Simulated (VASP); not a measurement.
# Na (Im-3m) in VASP: further runs, part 2 of 2

VASP 6.6.1. Earlier steps stand in the parts before.

**3. Single point, PBE**

Contents of INCAR:

```
SYSTEM = Na
ALGO = Normal
EDIFF = 1E-6
ENCUT = 520
GGA = PE
ISIF = 2
ISMEAR = -1
LASPH = .TRUE.
LCHARG = .FALSE.
LREAL = .FALSE.
LWAVE = .FALSE.
NBANDS = 10
NELM = 80
PREC = Accurate
SIGMA = 0.28
```

Contents of KPOINTS:

```
k-points
0
G
  12 12 12
  0 0 0
```

Contents of POSCAR:

```
Na
1.0
   -2.1175000000      2.1175000000      2.1175000000
    2.1175000000     -2.1175000000      2.1175000000
    2.1175000000      2.1175000000     -2.1175000000
Na
1
Direct
    0.0000000000      0.0000000000      0.0000000000
```

Potentials or basis: VASP PAW PBE potentials, release 64 (Na_pv).

Launch:

```sh
cat potpaw_PBE.64/Na_pv/POTCAR > POTCAR
mpirun -np 1 vasp_std > vasp.out
```

OUTCAR:

```text
SYSTEM = Na
   EDIFF = 1E-6
   ENCUT = 520
   GGA = PE
   ISIF = 2
   ISMEAR = -1
   LASPH = .TRUE.
   LREAL = .FALSE.
   NELM = 80
   PREC = Accurate

 ion  position               nearest neighbor table
   1  0.000  0.000  0.000-

  LATTYP: Found a body centered cubic cell.
 ALAT       =     4.2350000000

  Lattice vectors:

 A1 = (  -2.1175000000,   2.1175000000,   2.1175000000)
 A2 = (   2.1175000000,  -2.1175000000,   2.1175000000)
 A3 = (   2.1175000000,   2.1175000000,  -2.1175000000)

Analysis of symmetry for initial positions (statically):
=====================================================================
 Subroutine PRICEL returns:
 Original cell was already a primitive cell.

 Routine SETGRP: Setting up the symmetry group for a
 body centered cubic supercell.

 Subroutine GETGRP returns: Found 48 space group operations
 (whereof 48 operations were pure point group operations)
 out of a pool of 48 trial point group operations.

The static configuration has the point symmetry O_h .

Analysis of symmetry for dynamics (positions and initial velocities):
=====================================================================
 Subroutine PRICEL returns:
 Original cell was already a primitive cell.

 Routine SETGRP: Setting up the symmetry group for a
 body centered cubic supercell.

 Subroutine GETGRP returns: Found 48 space group operations
 (whereof 48 operations were pure point group operations)
 out of a pool of 48 trial point group operations.

The dynamic configuration has the point symmetry O_h .

 Subroutine INISYM returns: Found 48 space group operations
 (whereof 48 operations are pure point group operations),
 and found     1 'primitive' translations

----------------------------------------------------------------------------------------

                                     Primitive cell

  volume of cell :      37.9778

  direct lattice vectors                    reciprocal lattice vectors
    -2.117500000  2.117500000  2.117500000     0.000000000  0.236127509  0.236127509
     2.117500000 -2.117500000  2.117500000     0.236127509  0.000000000  0.236127509
     2.117500000  2.117500000 -2.117500000     0.236127509  0.236127509  0.000000000

  length of vectors
     3.667617585  3.667617585  3.667617585     0.333934725  0.333934725  0.333934725

  position of ions in fractional coordinates (direct lattice)
     0.000000000  0.000000000  0.000000000

  ion indices of the primitive-cell ions
   primitive index   ion index
                 1           1

----------------------------------------------------------------------------------------

 KPOINTS: k-points

Automatic generation of k-mesh.
 Grid dimensions read from file:
 generate k-points for:   12   12   12

 Generating k-lattice:

  Cartesian coordinates                     Fractional coordinates (reciprocal lattice)
     0.000000000  0.019677292  0.019677292     0.083333333  0.000000000  0.000000000
     0.019677292  0.000000000  0.019677292     0.000000000  0.083333333  0.000000000
     0.019677292  0.019677292  0.000000000     0.000000000  0.000000000  0.083333333

  Length of vectors
     0.027827894  0.027827894  0.027827894

  Shift w.r.t. Gamma in fractional coordinates (k-lattice)
     0.000000000  0.000000000  0.000000000

 Subroutine IBZKPT returns following result:
 ===========================================

 Found     72 irreducible k-points:

 Following reciprocal coordinates:
            Coordinates               Weight
  0.000000  0.000000  0.000000      1.000000
  0.083333  0.000000  0.000000     12.000000
  0.166667  0.000000  0.000000     12.000000
  0.250000  0.000000  0.000000     12.000000
  0.333333  0.000000  0.000000     12.000000
  0.416667  0.000000  0.000000     12.000000
[... 16 lines left out ...]
  0.333333  0.083333  0.083333     24.000000
  0.416667  0.083333  0.083333     12.000000
 [... further k-points ...]
   k-points           NKPTS =     72   k-points in BZ     NKDIM =     72   number of bands    NBANDS=     10
   number of dos      NEDOS =    301   number of ions     NIONS =      1
   total plane-waves  NPLWV =  21952
   dimension x,y,z NGX =    28 NGY =   28 NGZ =   28
   dimension x,y,z NGXF=    56 NGYF=   56 NGZF=   56
   ions per type =               1
   NGX,Y,Z   is equivalent  to a cutoff of  12.69, 12.69, 12.69 a.u.
   NGXF,Y,Z  is equivalent  to a cutoff of  25.38, 25.38, 25.38 a.u.
 SYSTEM =  Na
   PREC   = accura    normal or accurate (medium, high low for compatibility)
   ISTART =      0    job   : 0-new  1-cont  2-samecut
   ICHARG =      2    charge: 1-file 2-atom 10-const
   ISPIN  =      1    spin polarized calculation?
   LNONCOLLINEAR =      F non collinear calculations
   LSORBIT =      F    spin-orbit coupling
   LASPH  =      T    aspherical Exc in radial PAW
   ENCUT  =  520.0 eV  38.22 Ry    6.18 a.u.   6.82  6.82  6.82*2*pi/ulx,y,z
   NELM   =     80;   NELMIN=  2; NELMDL= -5     # of ELM steps
   EDIFF  = 0.1E-05   stopping-criterion for ELM
   LREAL  =      F    real-space projection
   EDIFFG = 0.1E-04   stopping-criterion for IOM
   NSW    =      0    number of steps for IOM
   IBRION =     -1    ionic relax: 0-MD 1-quasi-New 2-CG
   NFREE  =      0    steps in history (QN), initial steepest desc. (CG)
   ISIF   =      2    stress and relaxation
   ISYM   =      2    0-nonsym 1-usesym 2-fastsym
   POTIM  = 0.5000    time-step for ionic-motion
   TEBEG  =    0.0;   TEEND  =   0.0 temperature during run
   PSTRESS=    0.0 pullay stress
   NELECT =       7.0000    total number of electrons
   NUPDOWN=      -1.0000    fix difference up-down
   EMIN   =  10.00;   EMAX   =-10.00  energy-range for DOS
   EFERMI =   0.00;   METHOD = LEGACY
   ISMEAR =    -1;   SIGMA  =   0.28  broadening in eV -4-tet -1-fermi 0-gaus
   EFERMI_NEDOS =   21; number of points for ismear=-14 and -15
   IALGO  =     38    algorithm
   IMIX   =      4    mixing-type and parameters
     AMIX     =   0.40;   BMIX     =  1.00
     AMIX_MAG =   1.60;   BMIX_MAG =  1.00
  volume/ion in A,a.u.               =      37.98       256.29
  Fermi-wavevector in a.u.,A,eV,Ry     =   0.931674  1.760609 11.810087  0.868017
  Thomas-Fermi vector in A             =   2.058192
   LORBIT       =      0    0 simple, 1 ext, 2 COOP (PROOUT), +10 PAW based schemes
   GGA     = PE    functional components
   LHFCALC =     F    Hartree Fock is set to
   AEXX    =    0.0000 exact exchange contribution
   IVDW    =     0    specifies the selected vdW correction
   LEPSILON=     F    determine dielectric tensor
   LRPA    =     F    only Hartree local field effects (RPA)
 non-spin polarized calculation
  energy-cutoff  :      520.00
  volume of cell :       37.98
 maximum number of plane-waves:      1055
   NGX = 13   NGY = 13   NGZ = 13

 number of electron       7.0000012 magnetization

 Free energy of the ion-electron system (eV)
  ---------------------------------------------------
  ext. energy  EPLUGINS =         0.00000000
  ---------------------------------------------------
  free energy    TOTEN  =        -1.37239795 eV

  energy without entropy =       -1.24890386  energy(sigma->0) =       -1.31065091

 E-fermi :   0.2398     XC(G=0):  -6.4402

 val. band max:        0.1889168579   @ k =  -0.3333   0.4167   0.1667
 cond. band min:       0.2993789093   @ k =   0.3333   0.1667  -0.0000
 fundamental gap:      0.1104620514
 Fermi energy:         0.2398346544

 k-point     1 :       0.0000    0.0000    0.0000
  band No.  band energies     occupation
      1     -24.6612      2.00000
      2     -24.6612      2.00000
      3     -24.6612      2.00000
      4      -2.9676      1.99998
      5      11.8365      0.00000
      6      11.8365      0.00000
      7      11.8365      0.00000
      8      12.8231      0.00000
      9      12.8231      0.00000
     10      13.3694      0.00000

 k-point     2 :       0.0833    0.0000    0.0000
  band No.  band energies     occupation
      1     -24.6634      2.00000
      2     -24.6619      2.00000
      3     -24.6612      2.00000
      4      -2.8473      1.99997
      5      10.3504      0.00000
      6      11.1267      0.00000
      7      11.3760      0.00000
      8      11.9509      0.00000
      9      12.2617      0.00000
     10      13.6342      0.00000
[... 274 lines left out ...]
 k-point    24 :       0.4167    0.0833    0.0833
  band No.  band energies     occupation
      1     -24.6915      2.00000
      2     -24.6735      2.00000
      3     -24.6632      2.00000
      4       1.2251      0.05756
      5       1.6807      0.01158
      6       6.4018      0.00000
      7       7.4391      0.00000
      8      11.7987      0.00000
      9      12.5524      0.00000
     10      16.3951      0.00000

 [... further k-points ...]
[... 5 lines left out ...]
  --------------------------------------------------------------------------------------
  -------------------------------------------------------------------------------------
  Total       -0.0192504     -0.0192504     -0.0192504      0.0000000      0.0000000     -0.0000000
  in kB       -0.8121188     -0.8121188     -0.8121188      0.0000000      0.0000000     -0.0000000
  external PRESSURE =      -0.8121188 kB  Pullay stress =       0.0000000 kB

 VOLUME and BASIS-vectors are now :
 -----------------------------------------------------------------------------
  energy-cutoff  :      520.00
  volume of cell :       37.98
      direct lattice vectors                 reciprocal lattice vectors
    -2.117500000  2.117500000  2.117500000     0.000000000  0.236127509  0.236127509
     2.117500000 -2.117500000  2.117500000     0.236127509  0.000000000  0.236127509
     2.117500000  2.117500000 -2.117500000     0.236127509  0.236127509  0.000000000

 POSITION                                       TOTAL-FORCE (eV/Angst)
 -----------------------------------------------------------------------------------
      0.00000      0.00000      0.00000         0.000000     -0.000000      0.000000
 -----------------------------------------------------------------------------------
    total drift:                               -0.000000     -0.000000     -0.000000

  FREE ENERGIE OF THE ION-ELECTRON SYSTEM (eV)
  ---------------------------------------------------
  free  energy   TOTEN  =        -1.3723979464 eV

  energy  without entropy=       -1.2489038649  energy(sigma->0) =       -1.31065091
```

OSZICAR:

```text
N       E                     dE             d eps       ncg     rms          rms(c)
DAV:   1     0.269696570136E+02    0.26970E+02   -0.38098E+03  1442   0.585E+02
DAV:   2    -0.758146735737E+00   -0.27728E+02   -0.27596E+02  1478   0.146E+02
DAV:   3    -0.136762634278E+01   -0.60948E+00   -0.60862E+00  1718   0.236E+01
DAV:   4    -0.137286637324E+01   -0.52400E-02   -0.52396E-02  1736   0.213E+00
DAV:   5    -0.137293124864E+01   -0.64875E-04   -0.64875E-04  1666   0.236E-01    0.206E-01
DAV:   6    -0.137262254105E+01    0.30871E-03   -0.48114E-04  1666   0.261E-01    0.139E-01
DAV:   7    -0.137240510787E+01    0.21743E-03   -0.10047E-03  1630   0.314E-01    0.155E-02
DAV:   8    -0.137239769218E+01    0.74157E-05   -0.45386E-05  1802   0.110E-01    0.236E-03
DAV:   9    -0.137239794636E+01   -0.25418E-06   -0.21691E-07  1086   0.501E-03
   1 F= -.13723979E+01 E0= -.13106509E+01  d E =-.123494E+00
```

stdout:

```text
POSCAR found type information on POSCAR Na
 POSCAR found :  1 types and       1 ions
 scaLAPACK will be used
 LDA part: xc-table for (Slater+PW92), standard interpolation
 POSCAR, INCAR and KPOINTS ok, starting setup
 FFT: planning ... GRIDC
 FFT: planning ... GRID_SOFT
 FFT: planning ... GRID
 WAVECAR not read
 entering main loop
```

It took 21 s on 1 thread of Intel Xeon Platinum 8259CL at 2.50GHz (Skylake/Cascade Lake), shared host; peak memory 0.15 GiB.

What came out:

| Quantity | Value |
| --- | --- |
| Free energy | -1.3724 eV |
| Pressure | -0.1 GPa |

**4. Single point, PBE**

Contents of INCAR:

```
SYSTEM = Na
  ALGO = Normal
  EDIFF = 1E-7
  ENCUT = 520
  GGA = PE
  ISIF = 2
  ISMEAR = 1
  LASPH = .True.
  LCHARG = .True.
  LELF = .True.
  LREAL = .False.
  LVHAR = .True.
  LWAVE = .False.
  NBANDS = 10
  NELM = 100
  PREC = Accurate
  SIGMA = 0.15
```

Contents of KPOINTS:

```
k-points
0
Gamma
  12 12 12
  0 0 0
```

POSCAR is that of step 3.

Launch:

```sh
cat potpaw_PBE.64/Na_pv/POTCAR > POTCAR
mpirun -np 1 vasp_std > vasp.out
```

Run time: 26 s. Hardware: 1 thread of Intel Xeon Platinum 8259CL at 2.50GHz (Skylake/Cascade Lake), shared host; peak memory 0.15 GiB.

It converged, with:

```
Free energy : -1.3082 eV
Pressure    : -0.2 GPa
```

Levels at points of the mesh, in eV from the Fermi level:
```csv
k point,band 1,band 2,band 3,band 4,band 5,band 6,band 7,band 8
"(0.00, 0.00, 0.00)",-24.88,-24.88,-24.88,-3.19,11.61,11.61,11.61,12.60
"(0.50, 0.00, 0.00)",-24.92,-24.89,-24.88,0.79,1.23,8.14,9.03,9.16
"(0.50, 0.50, 0.50)",-24.91,-24.91,-24.91,4.52,4.52,4.85,4.85,4.85
```

**5. Single point, PBE**

Contents of INCAR:

```
SYSTEM = Na
ALGO = Normal ; EDIFF = 1E-6
ENCUT = 520 ; GGA = PE
ISIF = 2 ; ISMEAR = -5
LASPH = .True. ; LCHARG = .False.
LREAL = .False. ; LWAVE = .False.
NBANDS = 10 ; NELM = 100
PREC = Accurate ; SIGMA = 0.1
```

KPOINTS is that of step 4.

POSCAR is that of step 4.

Launch:

```sh
cat potpaw_PBE.64/Na_pv/POTCAR > POTCAR
mpirun -np 1 vasp_std > vasp.out
```

Wall time 26 s (1 thread of Intel Xeon Platinum 8259CL at 2.50GHz (Skylake/Cascade Lake), shared host); peak memory 0.15 GiB.

Results (log left out):

```yaml
Free_energy: -1.3102 eV
Pressure: -0.2 GPa
```

Levels at points of the mesh, in eV from the Fermi level:
| k point | band 1 | band 2 | band 3 | band 4 | band 5 | band 6 | band 7 | band 8 | band 9 |
| --- | --- | --- | --- | --- | --- | --- | --- | --- | --- |
| (0.00, 0.00, 0.00) | -24.97 | -24.97 | -24.97 | -3.27 | 11.53 | 11.53 | 11.53 | 12.52 | 12.52 |
| (0.50, 0.00, 0.00) | -25.00 | -24.98 | -24.97 | 0.70 | 1.14 | 8.06 | 8.95 | 9.07 | 10.13 |
| (0.50, 0.50, 0.50) | -24.99 | -24.99 | -24.99 | 4.43 | 4.43 | 4.77 | 4.77 | 4.77 | 7.44 |

Caveat: tetrahedron occupations give inexact forces and stress in metals.

**6. Overview**

```tsv
smearing	gap on the mesh (eV)	pressure (GPa)
gaussian 0.05 eV	none	-0.2
fermi-dirac 0.28 eV	none	-0.1
methfessel-paxton 0.15 eV	none	-0.2
tetrahedron	none	-0.2
```

Alike in all rows: task single point; level PBE; potentials or basis VASP PAW PBE potentials, release 64 (Na_pv); no spin polarisation; cell as given; k mesh 12 × 12 × 12; cutoff (eV) 520.

Every run on the cell as given and a fine mesh finds a metal.

Caveats: tetrahedron occupations give inexact forces and stress in metals (some runs).

Total energies depend on the potentials used, so only differences within one code and one set of settings carry meaning.
